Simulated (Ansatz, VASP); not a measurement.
## Si3Sn: VASP beside Ansatz

```
CELL_PARAMETERS angstrom
5.31972 0.00000 0.00000
0.00000 5.31972 0.00000
0.00000 0.00000 5.31972
ATOMIC_POSITIONS crystal
Si 0.25000 0.00000 0.50000
Si 0.50000 0.75000 0.00000
Si 0.75000 0.00000 0.50000
Si 0.50000 0.25000 0.00000
Si 0.00000 0.50000 0.75000
Si 0.00000 0.50000 0.25000
Sn 0.00000 0.00000 0.00000
Sn 0.50000 0.50000 0.50000
```

Change from the starting cell: species swapped into the V3Si type (Pm-3n, No. 223).

Alike in both runs: functional PBE; k mesh 8 × 8 × 8; occupations gaussian, width 0.1 eV; no spin polarisation.

Ansatz relaxed the structure, and its values are those at the end. VASP's run is a single point on that final structure, the one shown.

|  | VASP | Ansatz |
| --- | --- | --- |
| version | VASP 6.6.1 | Ansatz 0.2.0 |
| potentials or method | VASP PAW PBE potentials, release 64 (Si, Sn_d), cutoff 520 eV | scalar-relativistic, plane waves, PAW |
| valence electrons in the cell | 52 | 52 |

|  | VASP | Ansatz | Ansatz less VASP |
| --- | --- | --- | --- |
| gap on the k mesh at the Fermi level (eV) | none | none | - |
| pressure (GPa) | 0.0 | 0.0 | +0.04 |

A gap of «none» marks a metal or a gap that the smearing closes. The functional is the same, so the differences come from potentials, cutoffs and numerics.
